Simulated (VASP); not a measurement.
# PbO (Pbcm) in VASP: notebook

Aim: see how the results for PbO move with the level of theory and the settings. Levels: LDA, r2SCAN+rVV10, PBE+D3(BJ), PBE. Tasks: single point.

All numbers are computed with VASP 6.6.1; they aren't measurements. Logs are shortened: lines on timing, memory, paths and dates and some standing lists are left out, and cuts for length are marked.

**1. The cell of the first run**

Symmetry: Pbcm, No. 57, orthorhombic system. The conventional cell has a = 5.931 Å, b = 5.501 Å, c = 4.708 Å, α = 90.00°, β = 90.00°, γ = 90.00°. Within 2.9 Å of Pb (site symmetry m) lie 4 O at 2.23 to 2.46 Å. Within 3.2 Å of O (site symmetry m) lie 4 Pb at 2.23 to 2.46 Å and 6 O at 2.92 to 3.17 Å.

**2. Single point, LDA**

The input, INCAR:

```
PREC = Accurate
ENCUT = 520
EDIFF = 1E-7
ISMEAR = 0
SIGMA = 0.01
LREAL = False
LASPH = True
NELM = 100
ALGO = Normal
ISIF = 2
LWAVE = False
LCHARG = True
LELF = True
LVHAR = True
NBANDS = 50
```

The input, KPOINTS:

```
Automatic mesh
0
Gamma
  4 6 6
```

The input, POSCAR:

```
PbO
1.0
    5.9308856117      0.0000000000      0.0000000000
    0.0000000000      5.5012422457      0.0000000000
    0.0000000000      0.0000000000      4.7082397502
Pb O
4 4
Direct
    0.2297951334     -0.0107543641      0.2500000000
    0.7702048666      1.0107543641      0.7500000000
    0.2297951334      0.5107543641      0.7500000000
    0.7702048666      0.4892456359      0.2500000000
    0.8668887855      0.0925092814      0.2500000000
    0.1331112145      0.9074907186      0.7500000000
    0.8668887855      0.4074907186      0.7500000000
    0.1331112145      0.5925092814      0.2500000000
```

Potentials or basis: VASP PAW LDA potentials, release 64 (Pb_d, O).

The run is started by

```console
$ cat potpaw_LDA.64/Pb_d/POTCAR potpaw_LDA.64/O/POTCAR > POTCAR
$ mpirun -np 1 vasp_std > vasp.out
```

OUTCAR:

```text
PREC = Accurate
   ENCUT = 520
   EDIFF = 1E-7
   ISMEAR = 0
   LREAL = False
   LASPH = True
   NELM = 100
   ISIF = 2

 ion  position               nearest neighbor table
   1  0.230  0.989  0.250-   5 2.23   8 2.26   6 2.46   6 2.46   3 3.53   3 3.53   2 3.60   2 3.60
                             3 3.71   3 3.71   4 3.87   4 3.87   2 3.98   2 3.98
   2  0.770  0.011  0.750-   6 2.23   7 2.26   5 2.46   5 2.46   4 3.53   4 3.53   1 3.60   1 3.60
                             4 3.71   4 3.71   3 3.87   3 3.87   1 3.98   1 3.98
   3  0.230  0.511  0.750-   7 2.23   6 2.26   8 2.46   8 2.46   1 3.53   1 3.53   4 3.60   4 3.60
                             1 3.71   1 3.71   2 3.87   2 3.87   4 3.98   4 3.98
   4  0.770  0.489  0.250-   8 2.23   5 2.26   7 2.46   7 2.46   2 3.53   2 3.53   3 3.60   3 3.60
                             2 3.71   2 3.71   1 3.87   1 3.87   3 3.98   3 3.98
   5  0.867  0.093  0.250-   1 2.23   4 2.26   2 2.46   2 2.46
   6  0.133  0.907  0.750-   2 2.23   3 2.26   1 2.46   1 2.46
   7  0.867  0.407  0.750-   3 2.23   2 2.26   4 2.46   4 2.46
   8  0.133  0.593  0.250-   4 2.23   1 2.26   3 2.46   3 2.46

  LATTYP: Found a simple orthorhombic cell.
 ALAT       =     4.7082397502
 B/A-ratio  =     1.1684286565
 C/A-ratio  =     1.2596821586

  Lattice vectors:

 A1 = (   0.0000000000,   0.0000000000,  -4.7082397502)
 A2 = (   0.0000000000,   5.5012422457,   0.0000000000)
 A3 = (   5.9308856117,   0.0000000000,   0.0000000000)

Analysis of symmetry for initial positions (statically):
=====================================================================
 Subroutine PRICEL returns:
 Original cell was already a primitive cell.

 Routine SETGRP: Setting up the symmetry group for a
 simple orthorhombic supercell.

 Subroutine GETGRP returns: Found  8 space group operations
 (whereof  2 operations were pure point group operations)
 out of a pool of  8 trial point group operations.

The static configuration has the point symmetry S_2 .
 The point group associated with its full space group is D_2h.

Analysis of symmetry for dynamics (positions and initial velocities):
=====================================================================
 Subroutine PRICEL returns:
 Original cell was already a primitive cell.

 Routine SETGRP: Setting up the symmetry group for a
 simple orthorhombic supercell.

 Subroutine GETGRP returns: Found  8 space group operations
 (whereof  2 operations were pure point group operations)
 out of a pool of  8 trial point group operations.

The dynamic configuration has the point symmetry S_2 .
 The point group associated with its full space group is D_2h.

 Subroutine INISYM returns: Found  8 space group operations
[... 113 lines left out ...]
   IBRION =     -1    ionic relax: 0-MD 1-quasi-New 2-CG
   NFREE  =      0    steps in history (QN), initial steepest desc. (CG)
   ISIF   =      2    stress and relaxation
   ISYM   =      2    0-nonsym 1-usesym 2-fastsym
   POTIM  = 0.5000    time-step for ionic-motion
   TEBEG  =    0.0;   TEEND  =   0.0 temperature during run
   PSTRESS=    0.0 pullay stress
   NELECT =      80.0000    total number of electrons
   NUPDOWN=      -1.0000    fix difference up-down
   EMIN   =  10.00;   EMAX   =-10.00  energy-range for DOS
   EFERMI =   0.00;   METHOD = LEGACY
   ISMEAR =     0;   SIGMA  =   0.01  broadening in eV -4-tet -1-fermi 0-gaus
   EFERMI_NEDOS =   21; number of points for ismear=-14 and -15
   IALGO  =     38    algorithm
   IMIX   =      4    mixing-type and parameters
     AMIX     =   0.40;   BMIX     =  1.00
     AMIX_MAG =   1.60;   BMIX_MAG =  1.00
  volume/ion in A,a.u.               =      19.20       129.58
  Fermi-wavevector in a.u.,A,eV,Ry     =   1.317120  2.488995 23.603440  1.734804
  Thomas-Fermi vector in A             =   2.447183
   LORBIT       =      0    0 simple, 1 ext, 2 COOP (PROOUT), +10 PAW based schemes
   GGA     = CA    functional components
   LHFCALC =     F    Hartree Fock is set to
   AEXX    =    0.0000 exact exchange contribution
   IVDW    =     0    specifies the selected vdW correction
   LEPSILON=     F    determine dielectric tensor
   LRPA    =     F    only Hartree local field effects (RPA)
 non-spin polarized calculation
 Gauss-broadening in eV      SIGMA  =   0.01
  energy-cutoff  :      520.00
  volume of cell :      153.62
 maximum number of plane-waves:      4164
 NGX is ok and might be reduce to    48
   NGX = 23   NGY = 21   NGZ = 17

 number of electron      79.9999978 magnetization

 Free energy of the ion-electron system (eV)
  ---------------------------------------------------
  ext. energy  EPLUGINS =         0.00000000
  ---------------------------------------------------
  free energy    TOTEN  =       -48.63482070 eV

  energy without entropy =      -48.63482070  energy(sigma->0) =      -48.63482070

 E-fermi :   4.6187     XC(G=0): -10.5222

 val. band max:        4.5166262082   @ k =   0.5000   0.0000   0.0000
 cond. band min:       6.5681788140   @ k =   0.5000   0.5000   0.3333
 fundamental gap:      2.0515526058
 Fermi energy:         4.6186701101

 k-point     1 :       0.0000    0.0000    0.0000
  band No.  band energies     occupation
      1     -12.9662      2.00000
      2     -12.8683      2.00000
      3     -12.7543      2.00000
      4     -12.6535      2.00000
      5     -10.9290      2.00000
      6     -10.8701      2.00000
[... 1261 lines left out ...]
     49      11.4510      0.00000
     50      11.4510      0.00000

 [... further k-points ...]
[... 5 lines left out ...]
  --------------------------------------------------------------------------------------
  -------------------------------------------------------------------------------------
  Total       -1.6488898     -1.7850612     -2.7184064      0.0000000      0.0000000      0.0000000
  in kB      -17.1974212    -18.6176474    -28.3521557      0.0000000      0.0000000      0.0000000
  external PRESSURE =     -21.3890748 kB  Pullay stress =       0.0000000 kB

 VOLUME and BASIS-vectors are now :
 -----------------------------------------------------------------------------
  energy-cutoff  :      520.00
  volume of cell :      153.62
      direct lattice vectors                 reciprocal lattice vectors
     5.930885612  0.000000000  0.000000000     0.168608883  0.000000000  0.000000000
     0.000000000  5.501242246  0.000000000     0.000000000  0.181777125  0.000000000
     0.000000000  0.000000000  4.708239750     0.000000000  0.000000000  0.212393602

 POSITION                                       TOTAL-FORCE (eV/Angst)
 -----------------------------------------------------------------------------------
      1.36289      5.44208      1.17706        -0.155789     -0.085675     -0.000000
      4.56800      0.05916      3.53118         0.155789      0.085675      0.000000
      1.36289      2.80978      3.53118        -0.155789      0.085675     -0.000000
      4.56800      2.69146      1.17706         0.155789     -0.085675      0.000000
      5.14142      0.50892      1.17706        -0.039626      0.021379     -0.000000
      0.78947      4.99233      3.53118         0.039626     -0.021379      0.000000
      5.14142      2.24171      3.53118        -0.039626     -0.021379      0.000000
      0.78947      3.25954      1.17706         0.039626      0.021379     -0.000000
 -----------------------------------------------------------------------------------
    total drift:                                0.000000      0.000000     -0.000000

  FREE ENERGIE OF THE ION-ELECTRON SYSTEM (eV)
  ---------------------------------------------------
  free  energy   TOTEN  =       -48.6348207006 eV

  energy  without entropy=      -48.6348207006  energy(sigma->0) =      -48.63482070
```

OSZICAR:

```text
N       E                     dE             d eps       ncg     rms          rms(c)
DAV:   1     0.111004988561E+04    0.11100E+04   -0.38250E+04  4800   0.194E+03
DAV:   2     0.138205172593E+03   -0.97184E+03   -0.92728E+03  4976   0.543E+02
DAV:   3    -0.440299541879E+02   -0.18224E+03   -0.17314E+03  6208   0.254E+02
DAV:   4    -0.569077105442E+02   -0.12878E+02   -0.12750E+02  6328   0.693E+01
DAV:   5    -0.572273671508E+02   -0.31966E+00   -0.31899E+00  5822   0.110E+01    0.166E+01
DAV:   6    -0.490952869838E+02    0.81321E+01   -0.37149E+01  6934   0.430E+01    0.741E+00
DAV:   7    -0.487716931793E+02    0.32359E+00   -0.53411E+00  6250   0.133E+01    0.360E+00
DAV:   8    -0.486783803308E+02    0.93313E-01   -0.13178E+00  6862   0.577E+00    0.121E+00
DAV:   9    -0.486322985755E+02    0.46082E-01   -0.10120E-01  7060   0.320E+00    0.238E-01
DAV:  10    -0.486353421044E+02   -0.30435E-02   -0.23247E-02  6596   0.103E+00    0.144E-01
DAV:  11    -0.486348667741E+02    0.47533E-03   -0.21877E-03  7644   0.407E-01    0.371E-02
DAV:  12    -0.486348738748E+02   -0.71007E-05   -0.58988E-04  6494   0.129E-01    0.596E-02
DAV:  13    -0.486348280971E+02    0.45778E-04   -0.10361E-04  6880   0.808E-02    0.249E-02
DAV:  14    -0.486348221323E+02    0.59648E-05   -0.15426E-05  5462   0.187E-02    0.107E-02
DAV:  15    -0.486348206893E+02    0.14430E-05   -0.49401E-06  5834   0.110E-02    0.112E-03
DAV:  16    -0.486348207006E+02   -0.11312E-07   -0.26352E-07  4336   0.347E-03
   1 F= -.48634821E+02 E0= -.48634821E+02  d E =-.234510E-49
```

It took 2.5 min on 1 thread of Intel Xeon 6975P-C (Granite Rapids), shared host; peak memory 0.38 GiB.

Results:

```
Free energy            : -48.6348 eV
Pressure               : -2.1 GPa
Largest force          : 0.178 eV/Å
Band gap on the k mesh : 2.05 eV (least direct gap 2.34 eV)
```

Forces in eV/Å, atoms in the order of the input:
```
Pb  -0.156 -0.086  0.000
Pb   0.156  0.086  0.000
Pb  -0.156  0.086  0.000
Pb   0.156 -0.086  0.000
O   -0.040  0.021  0.000
O    0.040 -0.021  0.000
O   -0.040 -0.021  0.000
O    0.040  0.021  0.000
```

Levels at points of the mesh, in eV from the valence-band top:
```tsv
k point	band 37	band 38	band 39	band 40	band 41	band 42	band 43	band 44
(0.00, 0.00, 0.00)	-1.30	-1.23	-0.33	-0.01	3.26	3.78	4.55	5.15
(0.50, 0.00, 0.00)	-1.35	-0.65	-0.55	0.00	2.66	3.07	3.65	4.80
(0.00, 0.50, 0.00)	-0.96	-0.96	-0.18	-0.18	3.99	3.99	4.83	4.83
(0.50, 0.50, 0.00)	-0.65	-0.65	-0.51	-0.51	3.05	3.05	4.06	4.06
(0.00, 0.00, 0.50)	-0.83	-0.83	-0.26	-0.26	4.04	4.04	4.81	4.81
(0.50, 0.00, 0.50)	-0.52	-0.52	-0.42	-0.42	3.11	3.11	3.60	3.60
(0.00, 0.50, 0.50)	-0.79	-0.79	-0.79	-0.79	3.35	3.35	3.35	3.35
(0.50, 0.50, 0.50)	-0.57	-0.57	-0.57	-0.57	2.45	2.45	2.45	2.45
```

Caveat: spin-orbit coupling is left out, which moves the levels of the heavy elements. A k mesh can miss the band edges.

**3. Single point, r2SCAN+rVV10**

POSCAR is that of step 2.

The input, INCAR.step1:

```
ALGO     = Normal         # electronic algorithm
EDIFF    = 1E-4           # SCF threshold, eV
ENCUT    = 520            # plane-wave cutoff, eV
GGA      = PE             # functional
ISMEAR   = -1             # smearing method
LASPH    = T              # aspherical terms in the spheres
LCHARG   = F              # write CHGCAR
LREAL    = F              # projectors in reciprocal space
LWAVE    = T              # write WAVECAR
NBANDS   = 50             # bands
NELM     = 60             # most SCF steps
PREC     = Accurate       # precision mode
SIGMA    = 0.02           # smearing width, eV
```

The input, INCAR.step2:

```
ALGO     = Normal         # electronic algorithm
BPARAM   = 11.95        
CPARAM   = 0.0093       
EDIFF    = 1E-6           # SCF threshold, eV
ENCUT    = 520            # plane-wave cutoff, eV
ISIF     = 2              # what is computed and relaxed
ISMEAR   = -1             # smearing method
ISTART   = 1            
IVDW_NL  = 2            
LASPH    = T              # aspherical terms in the spheres
LCHARG   = T              # write CHGCAR
LELF     = T              # ELF
LMIXTAU  = T            
LREAL    = F              # projectors in reciprocal space
LUSE_VDW = T            
LVHAR    = T            
LWAVE    = F              # write WAVECAR
METAGGA  = R2SCAN         # meta-GGA
NBANDS   = 50             # bands
NELM     = 60             # most SCF steps
PREC     = Accurate       # precision mode
SIGMA    = 0.02           # smearing width, eV
```

The input, KPOINTS:

```
k-points
0
Gamma
  4 4 6
```

Potentials or basis: VASP PAW PBE potentials, release 64 (Pb_d, O).

The run is started by

```console
$ cat potpaw_PBE.64/Pb_d/POTCAR potpaw_PBE.64/O/POTCAR > POTCAR
$ cp INCAR.step1 INCAR
$ mpirun -np 1 vasp_std > vasp.out
$ cp INCAR.step2 INCAR
$ mpirun -np 1 vasp_std > vasp.out
```

Wall time 7.2 min (1 thread of Intel Xeon 6975P-C (Granite Rapids), shared host); peak memory 0.66 GiB.

The run converged. Its results:

| Property | Result |
| --- | --- |
| Free energy | -256.7152 eV |
| Pressure | 0.6 GPa |
| Largest force | 0.124 eV/Å |
| Band gap on the k mesh | 2.47 eV (least direct gap 2.78 eV) |

Forces in eV/Å, atoms in the order of the input:
```
Pb   0.110  0.056  0.000
Pb  -0.110 -0.056  0.000
Pb   0.110 -0.056  0.000
Pb  -0.110  0.056  0.000
O   -0.031 -0.029  0.000
O    0.031  0.029  0.000
O   -0.031  0.029  0.000
O    0.031 -0.029  0.000
```

Stress tensor (GPa, compression positive):
```
0.67 0.00 0.00
0.00 0.66 0.00
0.00 0.00 0.58
```

Levels at points of the mesh, in eV from the valence-band top:
```tsv
k point	band 37	band 38	band 39	band 40	band 41	band 42	band 43	band 44
(0.00, 0.00, 0.00)	-1.33	-1.26	-0.34	0.00	3.67	4.26	5.01	5.70
(0.50, 0.00, 0.00)	-1.37	-0.65	-0.54	-0.02	3.14	3.48	4.12	5.36
(0.00, 0.50, 0.00)	-0.99	-0.99	-0.19	-0.19	4.52	4.52	5.35	5.35
(0.50, 0.50, 0.00)	-0.65	-0.65	-0.54	-0.54	3.56	3.56	4.51	4.51
(0.00, 0.00, 0.50)	-0.85	-0.85	-0.27	-0.27	4.50	4.50	5.37	5.37
(0.50, 0.00, 0.50)	-0.53	-0.53	-0.43	-0.43	3.61	3.61	4.05	4.05
(0.00, 0.50, 0.50)	-0.80	-0.80	-0.80	-0.80	3.81	3.81	3.81	3.81
(0.50, 0.50, 0.50)	-0.58	-0.58	-0.58	-0.58	2.86	2.86	2.86	2.86
```

Caveat: the PAW data sets were made with another functional, which shifts forces and pressure a little; spin-orbit coupling is left out, which moves the levels of the heavy elements.

(Part 1 of 2 ends here.)
